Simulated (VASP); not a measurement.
A run of VASP 6.6.1 is set up as follows.

INCAR

```
SYSTEM = MoRu2
  PREC = Accurate
  ENCUT = 520
  EDIFF = 1E-6
  ISMEAR = 0
  SIGMA = 0.1
  LREAL = .False.
  LASPH = .True.
  NELM = 100
  ALGO = Fast
  ISIF = 2
  LWAVE = .False.
  LCHARG = .False.
  GGA = PE
  NBANDS = 51
```

KPOINTS

```
regular mesh
0
Gamma
  6 6 2
  0 0 0
```

The input POSCAR:

```
MoRu2
1.0
    2.7690284300      0.0000000000      0.0000000000
   -1.3845142200      2.3980489700      0.0000000000
    0.0000000000      0.0000000000     13.4727486200
Mo Ru
2 4
Direct
    0.6666666700      0.3333333300      0.2500000000
    0.3333333300      0.6666666700      0.7500000000
    0.6666666700      0.3333333300      0.9166666700
    0.6666666700      0.3333333300      0.5833333300
    0.3333333300      0.6666666700      0.0833333300
    0.3333333300      0.6666666700      0.4166666700
```

Potentials or basis: VASP PAW PBE potentials, release 64 (Mo_sv, Ru_pv).

Launch:

```sh
$ cat potpaw_PBE.64/Mo_sv/POTCAR potpaw_PBE.64/Ru_pv/POTCAR > POTCAR
$ mpirun -np 1 vasp_std > vasp.out
```

Question: Estimate the band gap on the k mesh.

Answer: Zero (bands 42 and 43 overlap by 2.36 eV).

Question: What does it give for the pressure?

Answer: -8.2 GPa.

Question: Predict the largest force.

Answer: 0.147 eV/Å.

Stress tensor (GPa, compression positive):
```
 -6.31   0.00   0.00
  0.00  -6.31   0.00
  0.00   0.00 -12.07
```

Caveat: the k points lie up to 0.44 Å⁻¹ apart, too coarse for converged energies and pressures of a metal.
